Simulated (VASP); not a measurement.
Runs of VASP 6.6.1 on As. The structure is that of space group Im-3m (No. 229), or close to it. The cells are those of the table. This isn't the form of As at room conditions, which is rhombohedral.

| task | cell | k mesh | cutoff (eV) | gap on the mesh (eV) | pressure (GPa) | relaxed volume (Å³/atom) |
| --- | --- | --- | --- | --- | --- | --- |
| relaxation of cell and atoms | relaxed from a = 3.045 Å, angles 109.5°, 1 atom | 8 × 8 × 8 | 600 | none | -0.3 | 18.69 |
| relaxation of cell and atoms | relaxed from a = 2.897 Å, angles 109.5°, 1 atom | 18 × 18 × 18 | 600 | none | 0.0 | (b) |
| single point | a = 2.900 Å, angles 109.5°, 1 atom | 18 × 18 × 18 | 520 | none | (a) | - |
| single point | a = 3.045 Å, angles 109.5°, 1 atom | 8 × 8 × 8 | 520 | none | -9.1 | - |
| single point | a = 2.897 Å, angles 109.5°, 1 atom | 8 × 8 × 8 | 520 | none | -0.4 | - |

Alike in all rows: level r2SCAN; potentials or basis VASP PAW PBE potentials, release 64 (As); no spin polarisation; smearing gaussian 0.1 eV.

**Question.** Estimate the missing entries.

**Answer.** (a) -0.1; (b) 18.75.

Caveats: the PAW data sets were made with another functional, which shifts forces and pressure a little; an odd number of electrons without spin polarisation forces a metal; a magnetic or distorted state may lie lower; the cell stands under tension (at least some runs).

A k mesh can miss the band edges, and the runs leave out spin-orbit coupling on As.

A gap of «none» marks levels without a gap at the run's occupations.
